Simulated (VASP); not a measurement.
Runs of VASP 6.6.1 on H4C. The cells are those of the table. 

```csv
cell,gap on the mesh (eV),pressure (GPa),largest force (eV/Å)
"a = 7.119 Å, 40 atoms",(b),(c),3.08
"a = 7.958 Å, 40 atoms",6.92,0.5,3.98
"a = 6.210 Å, 40 atoms",7.24,8.0,2.64
"a = 5.981 Å, 40 atoms",7.37,(a),2.77
```

Alike in all rows: task single point; level PBE+D3(BJ); potentials or basis VASP PAW PBE potentials, release 64 (C, H); no spin polarisation; k mesh 1 × 1 × 1; cutoff (eV) 520; smearing fermi-dirac 0.02 eV.

Problem. Fill in the values left out.

Solution. (a) 16.3; (b) 6.79; (c) 2.2.

Caveats: all runs use coarse meshes.

A k mesh can miss the band edges.
